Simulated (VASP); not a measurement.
# ScSiRh3 (Pm-3m) in VASP: a series of runs, part 2 of 3

VASP 6.6.1.

## (3) Single point, PBE

This run uses another cell than the first one, of 16.85 Å³/atom.

INCAR reads:

```
SYSTEM = ScSiRh3
  ALGO = Normal
  EDIFF = 1E-6
  ENCUT = 520
  GGA = PE
  ISIF = 2
  ISMEAR = -1
  LASPH = .TRUE.
  LCHARG = .FALSE.
  LREAL = .FALSE.
  LWAVE = .FALSE.
  NBANDS = 38
  NELM = 80
  PREC = Accurate
  SIGMA = 0.05
```

KPOINTS reads:

```
k-points
0
G
  5 5 5
  0 0 0
```

POSCAR reads:

```
ScSiRh3
1.0
    4.3839637721      0.0000000000      0.0000000000
    0.0000000000      4.3839637721      0.0000000000
    0.0000000000      0.0000000000      4.3839637721
Sc Si Rh
1 1 3
Direct
    0.0000000000      0.0000000000      0.0000000000
    0.5000000000      0.5000000000      0.5000000000
    0.5000000000      0.5000000000      0.0000000000
    0.0000000000      0.5000000000      0.5000000000
    0.5000000000      0.0000000000      0.5000000000
```

Potentials or basis: VASP PAW PBE potentials, release 64 (Sc_sv, Si, Rh_pv).

The run is started by

```
cat potpaw_PBE.64/Sc_sv/POTCAR potpaw_PBE.64/Si/POTCAR potpaw_PBE.64/Rh_pv/POTCAR > POTCAR
mpirun -np 1 vasp_std > vasp.out
```

OUTCAR:

```text
SYSTEM = ScSiRh3
   EDIFF = 1E-6
   ENCUT = 520
   GGA = PE
   ISIF = 2
   ISMEAR = -1
   LASPH = .TRUE.
   LREAL = .FALSE.
   NELM = 80
   PREC = Accurate

 ion  position               nearest neighbor table
   1  0.000  0.000  0.000-   3 3.10   4 3.10   5 3.10   4 3.10   5 3.10   3 3.10   4 3.10   4 3.10
                             3 3.10   5 3.10   5 3.10   3 3.10
   2  0.500  0.500  0.500-   3 2.19   4 2.19   5 2.19   3 2.19   5 2.19   4 2.19
   3  0.500  0.500  0.000-   2 2.19   2 2.19   4 3.10   5 3.10   1 3.10   4 3.10   5 3.10   1 3.10
                             5 3.10   5 3.10   1 3.10   4 3.10   4 3.10   1 3.10
   4  0.000  0.500  0.500-   2 2.19   2 2.19   3 3.10   5 3.10   1 3.10   3 3.10   1 3.10   5 3.10
                             1 3.10   1 3.10   3 3.10   5 3.10   3 3.10   5 3.10
   5  0.500  0.000  0.500-   2 2.19   2 2.19   3 3.10   4 3.10   1 3.10   3 3.10   1 3.10   3 3.10
                             4 3.10   3 3.10   1 3.10   4 3.10   1 3.10   4 3.10

  LATTYP: Found a simple cubic cell.
 ALAT       =     4.3839637721

  Lattice vectors:

 A1 = (   4.3839637721,   0.0000000000,   0.0000000000)
 A2 = (   0.0000000000,   4.3839637721,   0.0000000000)
 A3 = (   0.0000000000,   0.0000000000,   4.3839637721)

Analysis of symmetry for initial positions (statically):
=====================================================================
 Subroutine PRICEL returns:
 Original cell was already a primitive cell.

 Routine SETGRP: Setting up the symmetry group for a
 simple cubic supercell.

 Subroutine GETGRP returns: Found 48 space group operations
 (whereof 48 operations were pure point group operations)
 out of a pool of 48 trial point group operations.

The static configuration has the point symmetry O_h .

Analysis of symmetry for dynamics (positions and initial velocities):
=====================================================================
 Subroutine PRICEL returns:
 Original cell was already a primitive cell.

 Routine SETGRP: Setting up the symmetry group for a
 simple cubic supercell.

 Subroutine GETGRP returns: Found 48 space group operations
 (whereof 48 operations were pure point group operations)
 out of a pool of 48 trial point group operations.

The dynamic configuration has the point symmetry O_h .

 Subroutine INISYM returns: Found 48 space group operations
 (whereof 48 operations are pure point group operations),
 and found     1 'primitive' translations

----------------------------------------------------------------------------------------

                                     Primitive cell

  volume of cell :      84.2560

  direct lattice vectors                    reciprocal lattice vectors
     4.383963772  0.000000000  0.000000000     0.228104075  0.000000000  0.000000000
     0.000000000  4.383963772  0.000000000     0.000000000  0.228104075  0.000000000
     0.000000000  0.000000000  4.383963772     0.000000000  0.000000000  0.228104075

  length of vectors
     4.383963772  4.383963772  4.383963772     0.228104075  0.228104075  0.228104075

  position of ions in fractional coordinates (direct lattice)
     0.000000000  0.000000000  0.000000000
     0.500000000  0.500000000  0.500000000
     0.500000000  0.500000000  0.000000000
     0.000000000  0.500000000  0.500000000
[... 37 lines left out ...]
            Coordinates               Weight
  0.000000  0.000000  0.000000      1.000000
  0.200000  0.000000  0.000000      6.000000
  0.400000  0.000000  0.000000      6.000000
  0.200000  0.200000  0.000000     12.000000
  0.400000  0.200000  0.000000     24.000000
  0.400000  0.400000  0.000000     12.000000
  0.200000  0.200000  0.200000      8.000000
  0.400000  0.200000  0.200000     24.000000
  0.400000  0.400000  0.200000     24.000000
  0.400000  0.400000  0.400000      8.000000
   k-points           NKPTS =     10   k-points in BZ     NKDIM =     10   number of bands    NBANDS=     38
   number of dos      NEDOS =    301   number of ions     NIONS =      5
   total plane-waves  NPLWV =  46656
   dimension x,y,z NGX =    36 NGY =   36 NGZ =   36
   dimension x,y,z NGXF=    72 NGYF=   72 NGZF=   72
   ions per type =               1   1   3
   NGX,Y,Z   is equivalent  to a cutoff of  13.65, 13.65, 13.65 a.u.
   NGXF,Y,Z  is equivalent  to a cutoff of  27.30, 27.30, 27.30 a.u.
 SYSTEM =  ScSiRh3
   PREC   = accura    normal or accurate (medium, high low for compatibility)
   ISTART =      0    job   : 0-new  1-cont  2-samecut
   ICHARG =      2    charge: 1-file 2-atom 10-const
   ISPIN  =      1    spin polarized calculation?
   LNONCOLLINEAR =      F non collinear calculations
   LSORBIT =      F    spin-orbit coupling
   LASPH  =      T    aspherical Exc in radial PAW
   ENCUT  =  520.0 eV  38.22 Ry    6.18 a.u.   8.15  8.15  8.15*2*pi/ulx,y,z
   NELM   =     80;   NELMIN=  2; NELMDL= -5     # of ELM steps
   EDIFF  = 0.1E-05   stopping-criterion for ELM
   LREAL  =      F    real-space projection
   EDIFFG = 0.1E-04   stopping-criterion for IOM
   NSW    =      0    number of steps for IOM
   IBRION =     -1    ionic relax: 0-MD 1-quasi-New 2-CG
   NFREE  =      0    steps in history (QN), initial steepest desc. (CG)
   ISIF   =      2    stress and relaxation
   ISYM   =      2    0-nonsym 1-usesym 2-fastsym
   POTIM  = 0.5000    time-step for ionic-motion
   TEBEG  =    0.0;   TEEND  =   0.0 temperature during run
   PSTRESS=    0.0 pullay stress
   NELECT =      60.0000    total number of electrons
   NUPDOWN=      -1.0000    fix difference up-down
   EMIN   =  10.00;   EMAX   =-10.00  energy-range for DOS
   EFERMI =   0.00;   METHOD = LEGACY
   ISMEAR =    -1;   SIGMA  =   0.05  broadening in eV -4-tet -1-fermi 0-gaus
   EFERMI_NEDOS =   21; number of points for ismear=-14 and -15
   IALGO  =     38    algorithm
   IMIX   =      4    mixing-type and parameters
     AMIX     =   0.40;   BMIX     =  1.00
     AMIX_MAG =   1.60;   BMIX_MAG =  1.00
  volume/ion in A,a.u.               =      16.85       113.72
  Fermi-wavevector in a.u.,A,eV,Ry     =   1.461925  2.762637 29.078689  2.137223
  Thomas-Fermi vector in A             =   2.578199
   LORBIT       =      0    0 simple, 1 ext, 2 COOP (PROOUT), +10 PAW based schemes
   GGA     = PE    functional components
   LHFCALC =     F    Hartree Fock is set to
   AEXX    =    0.0000 exact exchange contribution
   IVDW    =     0    specifies the selected vdW correction
   LEPSILON=     F    determine dielectric tensor
   LRPA    =     F    only Hartree local field effects (RPA)
 non-spin polarized calculation
  energy-cutoff  :      520.00
  volume of cell :       84.26
 maximum number of plane-waves:      2301
 NGX is ok and might be reduce to    36
   NGX = 17   NGY = 17   NGZ = 17

 number of electron      60.0000010 magnetization

 Free energy of the ion-electron system (eV)
  ---------------------------------------------------
  ext. energy  EPLUGINS =         0.00000000
  ---------------------------------------------------
  free energy    TOTEN  =       -35.85321581 eV

  energy without entropy =      -35.84883353  energy(sigma->0) =      -35.85102467

 E-fermi :   7.9744     XC(G=0): -11.8699

 val. band max:        7.8547837709   @ k =   0.2000   0.2000   0.2000
 cond. band min:       8.0397700081   @ k =   0.0000   0.0000   0.0000
 fundamental gap:      0.1849862371
 Fermi energy:         7.9744326122

 k-point     1 :       0.0000    0.0000    0.0000
  band No.  band energies     occupation
      1     -42.4326      2.00000
      2     -38.4923      2.00000
      3     -38.4923      2.00000
      4     -38.4923      2.00000
      5     -37.8247      2.00000
      6     -37.8247      2.00000
[... 399 lines left out ...]
     37      10.5232      0.00000
     38      12.4396      0.00000

------------------------ aborting loop because EDIFF is reached ----------------------------------------

  FORCE on cell =-STRESS in cart. coord.  units (eV):
  Direction    XX          YY          ZZ          XY          YZ          ZX
  --------------------------------------------------------------------------------------
  -------------------------------------------------------------------------------------
  Total        0.8946071      0.8946071      0.8946071      0.0000000      0.0000000     -0.0000000
  in kB       17.0114782     17.0114782     17.0114782      0.0000000      0.0000000     -0.0000000
  external PRESSURE =      17.0114782 kB  Pullay stress =       0.0000000 kB

 VOLUME and BASIS-vectors are now :
 -----------------------------------------------------------------------------
  energy-cutoff  :      520.00
  volume of cell :       84.26
      direct lattice vectors                 reciprocal lattice vectors
     4.383963772  0.000000000  0.000000000     0.228104075  0.000000000  0.000000000
     0.000000000  4.383963772  0.000000000     0.000000000  0.228104075  0.000000000
     0.000000000  0.000000000  4.383963772     0.000000000  0.000000000  0.228104075

 POSITION                                       TOTAL-FORCE (eV/Angst)
 -----------------------------------------------------------------------------------
      0.00000      0.00000      0.00000         0.000000      0.000000      0.000000
      2.19198      2.19198      2.19198         0.000000      0.000000      0.000000
      2.19198      2.19198      0.00000         0.000000      0.000000      0.000000
      0.00000      2.19198      2.19198         0.000000      0.000000      0.000000
      2.19198      0.00000      2.19198         0.000000      0.000000      0.000000
 -----------------------------------------------------------------------------------
    total drift:                                0.000000      0.000000      0.000000

  FREE ENERGIE OF THE ION-ELECTRON SYSTEM (eV)
  ---------------------------------------------------
  free  energy   TOTEN  =       -35.8532158087 eV

  energy  without entropy=      -35.8488335302  energy(sigma->0) =      -35.85102467
```

OSZICAR:

```text
N       E                     dE             d eps       ncg     rms          rms(c)
DAV:   1     0.747183512346E+03    0.74718E+03   -0.33391E+04   784   0.174E+03
DAV:   2     0.109116211204E+02   -0.73627E+03   -0.71894E+03   760   0.558E+02
DAV:   3    -0.371367953521E+02   -0.48048E+02   -0.44783E+02  1088   0.135E+02
DAV:   4    -0.395161198364E+02   -0.23793E+01   -0.23524E+01  1144   0.328E+01
DAV:   5    -0.395391026609E+02   -0.22983E-01   -0.22970E-01   928   0.290E+00    0.174E+01
DAV:   6    -0.360696214360E+02    0.34695E+01   -0.69295E+00  1066   0.194E+01    0.595E+00
DAV:   7    -0.359008623839E+02    0.16876E+00   -0.92362E-01  1082   0.672E+00    0.257E+00
DAV:   8    -0.358702157535E+02    0.30647E-01   -0.13738E-01  1038   0.305E+00    0.176E+00
DAV:   9    -0.358611390029E+02    0.90768E-02   -0.71770E-02   928   0.137E+00    0.595E-01
DAV:  10    -0.358536565085E+02    0.74825E-02   -0.32029E-02   998   0.143E+00    0.218E-01
DAV:  11    -0.358532789759E+02    0.37753E-03   -0.31823E-03  1016   0.512E-01    0.762E-02
DAV:  12    -0.358532285666E+02    0.50409E-04   -0.32885E-04  1036   0.164E-01    0.321E-02
DAV:  13    -0.358532158369E+02    0.12730E-04   -0.38167E-05  1044   0.464E-02    0.370E-03
DAV:  14    -0.358532158087E+02    0.28203E-07   -0.11104E-06   614   0.722E-03
   1 F= -.35853216E+02 E0= -.35851025E+02  d E =-.438228E-02
```

Run time: 18 s. Hardware: 1 thread of AMD EPYC 9R45 (Zen 5), shared host; peak memory 0.18 GiB.

What came out:

- Free energy: -35.8532 eV
- Pressure: 1.7 GPa
- Band gap on the k mesh: zero (bands 30 and 31 overlap by 0.13 eV)

Levels at points of the mesh, in eV from the Fermi level:
```csv
k point,band 28,band 29,band 30,band 31,band 32,band 33
"(0.00, 0.00, 0.00)",-1.12,-0.25,-0.25,-0.25,0.07,1.83
```

## (4) Single point, PBE

INCAR reads:

```
PREC     = Accurate       # precision mode
ENCUT    = 520            # plane-wave cutoff, eV
EDIFF    = 1E-6           # SCF threshold, eV
ISMEAR   = -1             # smearing method
SIGMA    = 0.05           # smearing width, eV
LREAL    = F              # projectors in reciprocal space
LASPH    = T              # aspherical terms in the spheres
NELM     = 60             # most SCF steps
ALGO     = Normal         # electronic algorithm
ISIF     = 2              # what is computed and relaxed
LWAVE    = F              # write WAVECAR
LCHARG   = F              # write CHGCAR
GGA      = PE             # functional
NBANDS   = 38             # bands
```

KPOINTS reads:

```
Automatic mesh
0
Gamma
  5 5 5
```

POSCAR: that of step 3 with these lines changed.

```diff
@@ -2,5 +2,5 @@
 1.0
-    4.3839637721      0.0000000000      0.0000000000
-    0.0000000000      4.3839637721      0.0000000000
-    0.0000000000      0.0000000000      4.3839637721
+    4.3986751702      0.0000000000      0.0000000000
+    0.0000000000      4.3986751702      0.0000000000
+    0.0000000000      0.0000000000      4.3986751702
 Sc Si Rh
```

Potentials or basis: VASP PAW PBE potentials, release 64 (Sc_sv, Si, Rh_pv).

The run is started by

```
cat potpaw_PBE.64/Sc_sv/POTCAR potpaw_PBE.64/Si/POTCAR potpaw_PBE.64/Rh_pv/POTCAR > POTCAR
mpirun -np 1 vasp_std > vasp.out
```

OUTCAR:

```text
PREC = Accurate
   ENCUT = 520
   EDIFF = 1E-6
   ISMEAR = -1
   LREAL = F
   LASPH = T
   NELM = 60
   ISIF = 2
   GGA = PE

 ion  position               nearest neighbor table
   1  0.000  0.000  0.000-   3 3.11   4 3.11   5 3.11   4 3.11   5 3.11   3 3.11   4 3.11   4 3.11
                             3 3.11   5 3.11   5 3.11   3 3.11
   2  0.500  0.500  0.500-   3 2.20   4 2.20   5 2.20   3 2.20   5 2.20   4 2.20
   3  0.500  0.500  0.000-   2 2.20   2 2.20   4 3.11   5 3.11   1 3.11   4 3.11   5 3.11   1 3.11
[... 602 lines left out ...]
  -------------------------------------------------------------------------------------
  Total        0.0913117      0.0913117      0.0913117      0.0000000      0.0000000      0.0000000
  in kB        1.7189811      1.7189811      1.7189811      0.0000000      0.0000000      0.0000000
  external PRESSURE =       1.7189811 kB  Pullay stress =       0.0000000 kB

 VOLUME and BASIS-vectors are now :
 -----------------------------------------------------------------------------
  energy-cutoff  :      520.00
  volume of cell :       85.11
      direct lattice vectors                 reciprocal lattice vectors
     4.398675170  0.000000000  0.000000000     0.227341179  0.000000000  0.000000000
     0.000000000  4.398675170  0.000000000     0.000000000  0.227341179  0.000000000
     0.000000000  0.000000000  4.398675170     0.000000000  0.000000000  0.227341179

 POSITION                                       TOTAL-FORCE (eV/Angst)
 -----------------------------------------------------------------------------------
      0.00000      0.00000      0.00000         0.000000      0.000000      0.000000
      2.19934      2.19934      2.19934         0.000000      0.000000      0.000000
      2.19934      2.19934      0.00000         0.000000      0.000000      0.000000
      0.00000      2.19934      2.19934         0.000000      0.000000      0.000000
      2.19934      0.00000      2.19934         0.000000      0.000000      0.000000
 -----------------------------------------------------------------------------------
    total drift:                                0.000000      0.000000      0.000000

  FREE ENERGIE OF THE ION-ELECTRON SYSTEM (eV)
  ---------------------------------------------------
  free  energy   TOTEN  =       -35.8584390200 eV

  energy  without entropy=      -35.8540107407  energy(sigma->0) =      -35.85622488
```

OSZICAR:

```text
N       E                     dE             d eps       ncg     rms          rms(c)
DAV:   1     0.746220325052E+03    0.74622E+03   -0.33380E+04   776   0.173E+03
DAV:   2     0.730084247625E+01   -0.73892E+03   -0.72341E+03   760   0.558E+02
DAV:   3    -0.373579930048E+02   -0.44659E+02   -0.41704E+02  1098   0.130E+02
DAV:   4    -0.395277593371E+02   -0.21698E+01   -0.21465E+01  1122   0.313E+01
DAV:   5    -0.395522297693E+02   -0.24470E-01   -0.24440E-01   914   0.311E+00    0.171E+01
DAV:   6    -0.360779390083E+02    0.34743E+01   -0.68993E+00  1068   0.193E+01    0.580E+00
DAV:   7    -0.359065610013E+02    0.17138E+00   -0.87830E-01  1104   0.665E+00    0.255E+00
DAV:   8    -0.358754446875E+02    0.31116E-01   -0.13560E-01  1054   0.301E+00    0.176E+00
DAV:   9    -0.358657188853E+02    0.97258E-02   -0.69245E-02   946   0.135E+00    0.578E-01
DAV:  10    -0.358589224984E+02    0.67964E-02   -0.30300E-02  1012   0.139E+00    0.221E-01
DAV:  11    -0.358585058420E+02    0.41666E-03   -0.32740E-03  1028   0.522E-01    0.754E-02
DAV:  12    -0.358584520626E+02    0.53779E-04   -0.34997E-04  1062   0.169E-01    0.338E-02
DAV:  13    -0.358584389845E+02    0.13078E-04   -0.36667E-05  1046   0.462E-02    0.329E-03
DAV:  14    -0.358584390200E+02   -0.35490E-07   -0.10348E-06   564   0.719E-03
   1 F= -.35858439E+02 E0= -.35856225E+02  d E =-.442828E-02
```

stdout:

```text
POSCAR found type information on POSCAR ScSiRh
 POSCAR found :  3 types and       5 ions
 scaLAPACK will be used
 LDA part: xc-table for (Slater+PW92), standard interpolation
 POSCAR, INCAR and KPOINTS ok, starting setup
 FFT: planning ... GRIDC
 FFT: planning ... GRID_SOFT
 FFT: planning ... GRID
 WAVECAR not read
 entering main loop
```

It took 18 s on 1 thread of AMD EPYC 9R45 (Zen 5), shared host; peak memory 0.18 GiB.

Results:

| Property | Result |
| --- | --- |
| Free energy | -35.8584 eV |
| Pressure | 0.2 GPa |
| Band gap on the k mesh | zero (bands 30 and 31 overlap by 0.13 eV) |

## (5) Single point, PBE

This run uses another cell than the first one, of 17.19 Å³/atom.

INCAR: that of step 4 with these lines changed.

```diff
@@ -7,3 +7,3 @@
 LASPH    = T              # aspherical terms in the spheres
-NELM     = 60             # most SCF steps
+NELM     = 80             # most SCF steps
 ALGO     = Normal         # electronic algorithm
```

KPOINTS reads:

```
regular mesh
0
Gamma
  5 5 5
```

POSCAR: that of step 4 with these lines changed.

```diff
@@ -2,5 +2,5 @@
 1.0
-    4.3986751702      0.0000000000      0.0000000000
-    0.0000000000      4.3986751702      0.0000000000
-    0.0000000000      0.0000000000      4.3986751702
+    4.4132888163      0.0000000000      0.0000000000
+    0.0000000000      4.4132888163      0.0000000000
+    0.0000000000      0.0000000000      4.4132888163
 Sc Si Rh
```

The run is started by

```
cat potpaw_PBE.64/Sc_sv/POTCAR potpaw_PBE.64/Si/POTCAR potpaw_PBE.64/Rh_pv/POTCAR > POTCAR
mpirun -np 1 vasp_std > vasp.out
```

Run time: 18 s. Hardware: 1 thread of AMD EPYC 9R45 (Zen 5), shared host; peak memory 0.18 GiB.

It converged, with:

```
Free energy            : -35.8558 eV
Pressure               : -1.3 GPa
Band gap on the k mesh : zero (bands 30 and 31 overlap by 0.13 eV)
```

Levels at points of the mesh, in eV from the Fermi level:
| k point | band 26 | band 27 | band 28 | band 29 | band 30 | band 31 | band 32 | band 33 | band 34 | band 35 |
| --- | --- | --- | --- | --- | --- | --- | --- | --- | --- | --- |
| (0.00, 0.00, 0.00) | -1.11 | -1.11 | -1.11 | -0.25 | -0.25 | -0.25 | 0.06 | 1.78 | 1.78 | 2.56 |

[end of part 2 of 3]
